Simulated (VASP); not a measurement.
# VGe (P4/mmm) in VASP: notebook

The runs below take VGe through single point, with r2SCAN.

Program: VASP 6.6.1. These are calculated values, not measurements. Logs are shortened: lines on timing, memory, paths and dates and some standing lists are left out, and cuts for length are marked.

## (1) The cell of the first run

Symmetry: P4/mmm, No. 123, tetragonal system. The conventional cell has a = 2.767 Å, b = 2.767 Å, c = 4.054 Å, α = 90.00°, β = 90.00°, γ = 90.00°. V (site symmetry 4/mmm) has 4 V at 2.77 Å and 8 Ge at 2.82 Å within 3.6 Å. Within 3.6 Å of Ge (site symmetry 4/mmm) lie 4 Ge at 2.77 Å and 8 V at 2.82 Å.

## (2) Single point, r2SCAN, collinear spin, ferromagnetic start

Input file POSCAR:

```
VGe
1.0
    3.9130340000      0.0000000000      0.0000000000
    0.0000000000      3.9130340000      0.0000000000
    0.0000000000      0.0000000000      4.0543280000
V Ge
2 2
Direct
    0.0000000000      0.0000000000      0.0000000000
    0.5000000000      0.5000000000      0.0000000000
    0.5000000000      0.0000000000      0.5000000000
    0.0000000000      0.5000000000      0.5000000000
```

Input file INCAR.step1:

```
SYSTEM = VGe
ALGO = Normal
EDIFF = 1E-5
ENCUT = 550
GGA = PE
GGA_COMPAT = .False.
ISMEAR = 0
ISPIN = 2
LASPH = .True.
LCHARG = .False.
LMAXMIX = 4
LREAL = .False.
LWAVE = .True.
MAGMOM = 1.5 1.5 0 0
NBANDS = 39
NELM = 200
PREC = Accurate
SIGMA = 0.1
```

Input file INCAR.step2:

```
SYSTEM = VGe
ALGO = Normal
EDIFF = 1E-6
ENCUT = 550
GGA_COMPAT = .False.
ISIF = 2
ISMEAR = 0
ISPIN = 2
ISTART = 1
LASPH = .True.
LCHARG = .False.
LMAXMIX = 4
LMIXTAU = .True.
LORBIT = 11
LREAL = .False.
LWAVE = .False.
MAGMOM = 1.5 1.5 0 0
METAGGA = R2SCAN
NBANDS = 39
NELM = 200
PREC = Accurate
SIGMA = 0.1
```

Input file KPOINTS:

```
k-points
0
Gamma
  2 2 2
  0 0 0
```

Potentials or basis: VASP PAW PBE potentials, release 64 (V_sv, Ge_d).

Launch:

```sh
> cat potpaw_PBE.64/V_sv/POTCAR potpaw_PBE.64/Ge_d/POTCAR > POTCAR
> cp INCAR.step1 INCAR
> mpirun -np 1 vasp_std > vasp.out
> cp INCAR.step2 INCAR
> mpirun -np 1 vasp_std > vasp.out
```

OUTCAR:

```text
SYSTEM = VGe
   EDIFF = 1E-6
   ENCUT = 550
   ISIF = 2
   ISMEAR = 0
   ISPIN = 2
   ISTART = 1
   LASPH = .True.
   LORBIT = 11
   LREAL = .False.
   METAGGA = R2SCAN
   NELM = 200
   PREC = Accurate

 ion  position               nearest neighbor table
   1  0.000  0.000  0.000-   2 2.77   2 2.77   2 2.77   2 2.77   4 2.82   3 2.82   4 2.82   4 2.82
                             4 2.82   3 2.82   3 2.82   3 2.82
   2  0.500  0.500  0.000-   1 2.77   1 2.77   1 2.77   1 2.77   4 2.82   3 2.82   3 2.82   3 2.82
                             4 2.82   4 2.82   4 2.82   3 2.82
   3  0.500  0.000  0.500-   4 2.77   4 2.77   4 2.77   4 2.77   2 2.82   2 2.82   2 2.82   2 2.82
                             1 2.82   1 2.82   1 2.82   1 2.82
   4  0.000  0.500  0.500-   3 2.77   3 2.77   3 2.77   3 2.77   2 2.82   1 2.82   2 2.82   1 2.82
                             2 2.82   1 2.82   2 2.82   1 2.82
[... 7 lines left out ...]
 A1 = (   3.9130340000,   0.0000000000,   0.0000000000)
 A2 = (   0.0000000000,   3.9130340000,   0.0000000000)
 A3 = (   0.0000000000,   0.0000000000,   4.0543280000)

Analysis of symmetry for initial positions (statically):
=====================================================================
 Subroutine PRICEL returns following result:

  LATTYP: Found a simple tetragonal cell.
 ALAT       =     2.7669328764
 C/A-ratio  =     1.4652787693
[... 12 lines left out ...]
 Subroutine GETGRP returns: Found 16 space group operations
 (whereof 16 operations were pure point group operations)
 out of a pool of 16 trial point group operations.

The static configuration has the point symmetry D_4h.

Analysis of symmetry for dynamics (positions and initial velocities):
=====================================================================
 Subroutine PRICEL returns following result:

  LATTYP: Found a simple tetragonal cell.
 ALAT       =     2.7669328764
 C/A-ratio  =     1.4652787693
[... 12 lines left out ...]
 Subroutine GETGRP returns: Found 16 space group operations
 (whereof 16 operations were pure point group operations)
 out of a pool of 16 trial point group operations.

The dynamic configuration has the point symmetry D_4h.

Analysis of structural, dynamic, and magnetic symmetry:
=====================================================================
 Subroutine PRICEL returns following result:

  LATTYP: Found a simple tetragonal cell.
 ALAT       =     2.7669328764
 C/A-ratio  =     1.4652787693
[... 12 lines left out ...]
 Subroutine GETGRP returns: Found 16 space group operations
 (whereof 16 operations were pure point group operations)
 out of a pool of 16 trial point group operations.

The overall configuration has the point symmetry D_4h.

 Subroutine INISYM returns: Found 16 space group operations
 (whereof 16 operations are pure point group operations),
 and found     2 'primitive' translations

----------------------------------------------------------------------------------------

                                     Primitive cell

  volume of cell :      31.0396

  direct lattice vectors                    reciprocal lattice vectors
     1.956517000 -1.956517000  0.000000000     0.255556175 -0.255556175  0.000000000
     1.956517000  1.956517000  0.000000000     0.255556175  0.255556175  0.000000000
     0.000000000  0.000000000  4.054328000     0.000000000  0.000000000  0.246650000

  length of vectors
     2.766932876  2.766932876  4.054328000     0.361411008  0.361411008  0.246650000

  position of ions in fractional coordinates (direct lattice)
     0.000000000  0.000000000  0.000000000
     0.500000000  0.500000000  0.500000000

  ion indices of the primitive-cell ions
   primitive index   ion index
                 1           1
                 2           3

----------------------------------------------------------------------------------------

 KPOINTS: k-points

Automatic generation of k-mesh.
 Grid dimensions read from file:
 generate k-points for:    2    2    2

 Generating k-lattice:

  Cartesian coordinates                     Fractional coordinates (reciprocal lattice)
     0.127778087  0.000000000  0.000000000     0.500000000  0.000000000  0.000000000
     0.000000000  0.127778087  0.000000000     0.000000000  0.500000000  0.000000000
     0.000000000  0.000000000  0.123325000     0.000000000  0.000000000  0.500000000

  Length of vectors
     0.127778087  0.127778087  0.123325000

  Shift w.r.t. Gamma in fractional coordinates (k-lattice)
     0.000000000  0.000000000  0.000000000

 Subroutine IBZKPT returns following result:
 ===========================================

 Found      6 irreducible k-points:

 Following reciprocal coordinates:
            Coordinates               Weight
  0.000000  0.000000  0.000000      1.000000
  0.500000  0.000000  0.000000      2.000000
  0.500000  0.500000  0.000000      1.000000
  0.000000  0.000000  0.500000      1.000000
  0.500000  0.000000  0.500000      2.000000
  0.500000  0.500000  0.500000      1.000000
   k-points           NKPTS =      6   k-points in BZ     NKDIM =      6   number of bands    NBANDS=     39
   number of dos      NEDOS =    301   number of ions     NIONS =      4
   total plane-waves  NPLWV =  28800
   dimension x,y,z NGX =    30 NGY =   30 NGZ =   32
   dimension x,y,z NGXF=    60 NGYF=   60 NGZF=   64
   ions per type =               2   2
   NGX,Y,Z   is equivalent  to a cutoff of  12.75, 12.75, 13.12 a.u.
   NGXF,Y,Z  is equivalent  to a cutoff of  25.49, 25.49, 26.24 a.u.
 SYSTEM =  VGe
   PREC   = accura    normal or accurate (medium, high low for compatibility)
   ISTART =      1    job   : 0-new  1-cont  2-samecut
   ICHARG =      0    charge: 1-file 2-atom 10-const
   ISPIN  =      2    spin polarized calculation?
   LNONCOLLINEAR =      F non collinear calculations
   LSORBIT =      F    spin-orbit coupling
   LASPH  =      T    aspherical Exc in radial PAW
   ENCUT  =  550.0 eV  40.42 Ry    6.36 a.u.   7.48  7.48  7.75*2*pi/ulx,y,z
   NELM   =    200;   NELMIN=  2; NELMDL=  0     # of ELM steps
   EDIFF  = 0.1E-05   stopping-criterion for ELM
   LREAL  =      F    real-space projection
   EDIFFG = 0.1E-04   stopping-criterion for IOM
   NSW    =      0    number of steps for IOM
   IBRION =     -1    ionic relax: 0-MD 1-quasi-New 2-CG
   NFREE  =      0    steps in history (QN), initial steepest desc. (CG)
   ISIF   =      2    stress and relaxation
   ISYM   =      2    0-nonsym 1-usesym 2-fastsym
   POTIM  = 0.5000    time-step for ionic-motion
   TEBEG  =    0.0;   TEEND  =   0.0 temperature during run
   PSTRESS=    0.0 pullay stress
   NELECT =      54.0000    total number of electrons
   NUPDOWN=      -1.0000    fix difference up-down
   EMIN   =  10.00;   EMAX   =-10.00  energy-range for DOS
   EFERMI =   0.00;   METHOD = LEGACY
   ISMEAR =     0;   SIGMA  =   0.10  broadening in eV -4-tet -1-fermi 0-gaus
   EFERMI_NEDOS =   21; number of points for ismear=-14 and -15
   IALGO  =     38    algorithm
   IMIX   =      4    mixing-type and parameters
     AMIX     =   0.40;   BMIX     =  1.00
     AMIX_MAG =   1.60;   BMIX_MAG =  1.00
  volume/ion in A,a.u.               =      15.52       104.73
  Fermi-wavevector in a.u.,A,eV,Ry     =   1.562754  2.953177 33.228163  2.442201
  Thomas-Fermi vector in A             =   2.665626
   LORBIT       =     11    0 simple, 1 ext, 2 COOP (PROOUT), +10 PAW based schemes
   METAGGA = R2SCAN    functional components
   LHFCALC =     F    Hartree Fock is set to
   AEXX    =    0.0000 exact exchange contribution
   IVDW    =     0    specifies the selected vdW correction
   LEPSILON=     F    determine dielectric tensor
   LRPA    =     F    only Hartree local field effects (RPA)
 spin polarized calculation
 Gauss-broadening in eV      SIGMA  =   0.10
  energy-cutoff  :      550.00
  volume of cell :       62.08
 maximum number of plane-waves:      1847
 NGX is ok and might be reduce to    30
   NGX = 15   NGY = 15   NGZ = 15

 number of electron      54.0000009 magnetization       1.8448505

 Free energy of the ion-electron system (eV)
  ---------------------------------------------------
  ext. energy  EPLUGINS =         0.00000000
  ---------------------------------------------------
  free energy    TOTEN  =       -55.45317395 eV

  energy without entropy =      -55.43497723  energy(sigma->0) =      -55.44407559

 E-fermi :   9.1673     XC(G=0): -13.3209

 val. band max:        9.1504223656   @ k =   0.5000   0.0000   0.0000
 cond. band min:       9.3363214347   @ k =   0.5000   0.0000   0.5000
 fundamental gap:      0.1858990691
 Fermi energy:         9.1673159886

 spin component 1

 k-point     1 :       0.0000    0.0000    0.0000
  band No.  band energies     occupation
      1     -58.2846      1.00000
      2     -58.2000      1.00000
      3     -31.2777      1.00000
      4     -31.1959      1.00000
      5     -31.0509      1.00000
      6     -31.0509      1.00000
[... 241 lines left out ...]
     38      18.4904      0.00000
     39      21.4310      0.00000
 Fermi energy:         9.1673159886

 spin component 2

 k-point     1 :       0.0000    0.0000    0.0000
  band No.  band energies     occupation
      1     -57.1269      1.00000
      2     -57.0374      1.00000
      3     -30.1417      1.00000
      4     -30.1417      1.00000
      5     -29.8077      1.00000
      6     -29.8077      1.00000
[... 241 lines left out ...]
     38      18.4106      0.00000
     39      21.6119      0.00000

------------------------ aborting loop because EDIFF is reached ----------------------------------------

  FORCE on cell =-STRESS in cart. coord.  units (eV):
  Direction    XX          YY          ZZ          XY          YZ          ZX
  --------------------------------------------------------------------------------------
  -------------------------------------------------------------------------------------
  Total       -2.4339725     -2.4339725     -7.9999630      0.0000000      0.0000000     -0.0000000
  in kB      -62.8174236    -62.8174236   -206.4678521      0.0000000      0.0000000     -0.0000000
  external PRESSURE =    -110.7008997 kB  Pullay stress =       0.0000000 kB

 VOLUME and BASIS-vectors are now :
 -----------------------------------------------------------------------------
  energy-cutoff  :      550.00
  volume of cell :       62.08
      direct lattice vectors                 reciprocal lattice vectors
     3.913034000  0.000000000  0.000000000     0.255556175  0.000000000  0.000000000
     0.000000000  3.913034000  0.000000000     0.000000000  0.255556175  0.000000000
     0.000000000  0.000000000  4.054328000     0.000000000  0.000000000  0.246650000

 POSITION                                       TOTAL-FORCE (eV/Angst)
 -----------------------------------------------------------------------------------
      0.00000      0.00000      0.00000        -0.000000     -0.000000      0.000000
      1.95652      1.95652      0.00000         0.000000      0.000000     -0.000000
      1.95652      0.00000      2.02716        -0.000000      0.000000      0.000000
      0.00000      1.95652      2.02716         0.000000     -0.000000      0.000000
 -----------------------------------------------------------------------------------
    total drift:                                0.000000      0.000000     -0.000000

  FREE ENERGIE OF THE ION-ELECTRON SYSTEM (eV)
  ---------------------------------------------------
  free  energy   TOTEN  =       -55.4531739494 eV

  energy  without entropy=      -55.4349772273  energy(sigma->0) =      -55.44407559

 total charge

# of ion       s       p       d       tot
------------------------------------------
    1        2.211   6.151   3.089  11.451
    2        2.211   6.151   3.089  11.451
    3        1.073   1.222  10.071  12.366
    4        1.073   1.222  10.071  12.366
--------------------------------------------------
tot          6.569  14.745  26.319  47.633

 magnetization (x)

# of ion       s       p       d       tot
------------------------------------------
    1        0.017   0.006   0.908   0.930
    2        0.017   0.006   0.908   0.930
    3       -0.011  -0.059   0.004  -0.066
    4       -0.011  -0.059   0.004  -0.066
--------------------------------------------------
tot          0.011  -0.106   1.824   1.729
```

It took 4 min on 1 thread of Intel Xeon 6975P-C, shared host; peak memory 0.22 GiB.

What came out:

- Free energy: -55.4532 eV
- Pressure: -11.1 GPa
- Net moment: 1.84 μB per cell
- Site moments: V +0.93; Ge -0.07 μB
- Valence electrons inside the program's atomic spheres: V 11.45; Ge 12.37

Levels at points of the mesh, in eV from the Fermi level:
Spin up:
```csv
k point,band 24,band 25,band 26,band 27,band 28,band 29,band 30,band 31,band 32,band 33
"(0.00, 0.00, 0.00)",-3.25,-2.34,-1.63,-1.23,-1.23,0.42,0.85,0.85,1.73,2.25
"(0.50, 0.00, 0.00)",-2.53,-2.03,-2.03,-0.26,-0.26,-0.02,-0.02,1.39,1.39,2.06
"(0.50, 0.50, 0.00)",-3.62,-2.00,-2.00,0.31,0.31,1.09,1.09,1.97,1.97,4.10
"(0.00, 0.00, 0.50)",-4.05,-2.27,-1.61,-0.16,0.32,0.32,1.73,2.25,2.66,2.66
"(0.50, 0.00, 0.50)",-2.36,-0.90,-0.90,-0.80,-0.80,0.17,0.17,0.37,0.37,2.09
"(0.50, 0.50, 0.50)",-3.48,-2.53,-2.53,-0.68,-0.68,0.45,0.45,0.98,0.98,1.21
```
Spin down:
| k point | band 24 | band 25 | band 26 | band 27 | band 28 | band 29 |
| --- | --- | --- | --- | --- | --- | --- |
| (0.00, 0.00, 0.00) | -2.45 | -1.77 | -0.54 | -0.54 | -0.02 | 1.03 |
| (0.50, 0.00, 0.00) | -1.82 | -1.65 | -1.65 | 0.51 | 0.51 | 1.22 |
| (0.50, 0.50, 0.00) | -3.27 | -0.92 | -0.92 | 1.26 | 1.26 | 1.97 |
| (0.00, 0.00, 0.50) | -3.69 | -1.67 | 0.39 | 1.06 | 1.06 | 2.18 |
| (0.50, 0.00, 0.50) | -2.08 | -0.31 | -0.31 | 0.58 | 0.58 | 1.15 |
| (0.50, 0.50, 0.50) | -3.50 | -1.99 | -1.99 | 1.45 | 1.45 | 1.50 |

Caveat: the k points lie up to 0.80 Å⁻¹ apart; the PAW data sets were made with another functional, which shifts forces and pressure a little.

## (3) Single point, r2SCAN, collinear spin, ferromagnetic start

POSCAR is that of step 2.

Input file INCAR.step1:

```
ALGO = Normal
EDIFF = 1E-5
ENCUT = 550
GGA = PE
GGA_COMPAT = F
ISMEAR = 0
ISPIN = 2
LASPH = T
LCHARG = F
LMAXMIX = 4
LREAL = F
LWAVE = T
MAGMOM = 1.5 1.5 0 0
NBANDS = 39
NELM = 200
PREC = Accurate
SIGMA = 0.1
```

Input file INCAR.step2:

```
ALGO = Normal
EDIFF = 1E-6
ENCUT = 550
GGA_COMPAT = F
ISIF = 2
ISMEAR = 0
ISPIN = 2
ISTART = 1
LASPH = T
LCHARG = F
LMAXMIX = 4
LMIXTAU = T
LORBIT = 11
LREAL = F
LWAVE = F
MAGMOM = 1.5 1.5 0 0
METAGGA = R2SCAN
NBANDS = 39
NELM = 200
PREC = Accurate
SIGMA = 0.1
```

Input file KPOINTS:

```
k-points
0
Gamma
  2 2 2
```

Potentials or basis: VASP PAW PBE potentials, release 64 (V_sv, Ge_d).

Launch:

```sh
> cat potpaw_PBE.64/V_sv/POTCAR potpaw_PBE.64/Ge_d/POTCAR > POTCAR
> cp INCAR.step1 INCAR
> mpirun -np 1 vasp_std > vasp.out
> cp INCAR.step2 INCAR
> mpirun -np 1 vasp_std > vasp.out
```

Run time: 3.8 min. Hardware: 1 thread of Intel Xeon 6975P-C, shared host; peak memory 0.22 GiB.

Results (log left out):

* Free energy: -55.4532 eV
* Pressure: -11.1 GPa
* Net moment: 1.84 μB per cell
* Site moments: V +0.93; Ge -0.07 μB
* Valence electrons inside the program's atomic spheres: V 11.45; Ge 12.37

Stress tensor (GPa, compression positive):
```
 -6.28   0.00   0.00
  0.00  -6.28   0.00
  0.00   0.00 -20.65
```

Levels at points of the mesh, in eV from the Fermi level:
Spin up:
```csv
k point,band 24,band 25,band 26,band 27,band 28,band 29,band 30,band 31,band 32,band 33
"(0.00, 0.00, 0.00)",-3.25,-2.34,-1.63,-1.23,-1.23,0.42,0.85,0.85,1.73,2.25
"(0.50, 0.00, 0.00)",-2.53,-2.03,-2.03,-0.26,-0.26,-0.02,-0.02,1.39,1.39,2.06
"(0.50, 0.50, 0.00)",-3.62,-2.00,-2.00,0.31,0.31,1.09,1.09,1.97,1.97,4.10
"(0.00, 0.00, 0.50)",-4.05,-2.27,-1.61,-0.16,0.32,0.32,1.73,2.25,2.66,2.66
"(0.50, 0.00, 0.50)",-2.36,-0.90,-0.90,-0.80,-0.80,0.17,0.17,0.37,0.37,2.09
"(0.50, 0.50, 0.50)",-3.48,-2.53,-2.53,-0.68,-0.68,0.45,0.45,0.98,0.98,1.21
```
Spin down:
| k point | band 23 | band 24 | band 25 | band 26 | band 27 | band 28 | band 29 | band 30 |
| --- | --- | --- | --- | --- | --- | --- | --- | --- |
| (0.00, 0.00, 0.00) | -3.12 | -2.45 | -1.77 | -0.54 | -0.54 | -0.02 | 1.03 | 1.70 |
| (0.50, 0.00, 0.00) | -1.82 | -1.82 | -1.65 | -1.65 | 0.51 | 0.51 | 1.22 | 1.22 |
| (0.50, 0.50, 0.00) | -3.27 | -3.27 | -0.92 | -0.92 | 1.26 | 1.26 | 1.97 | 1.97 |
| (0.00, 0.00, 0.50) | -4.41 | -3.69 | -1.67 | 0.39 | 1.06 | 1.06 | 2.18 | 2.82 |
| (0.50, 0.00, 0.50) | -2.08 | -2.08 | -0.31 | -0.31 | 0.58 | 0.58 | 1.15 | 1.15 |
| (0.50, 0.50, 0.50) | -3.50 | -3.50 | -1.99 | -1.99 | 1.45 | 1.45 | 1.50 | 1.50 |

Caveat: the k points lie up to 0.80 Å⁻¹ apart; the PAW data sets were made with another functional, which shifts forces and pressure a little.
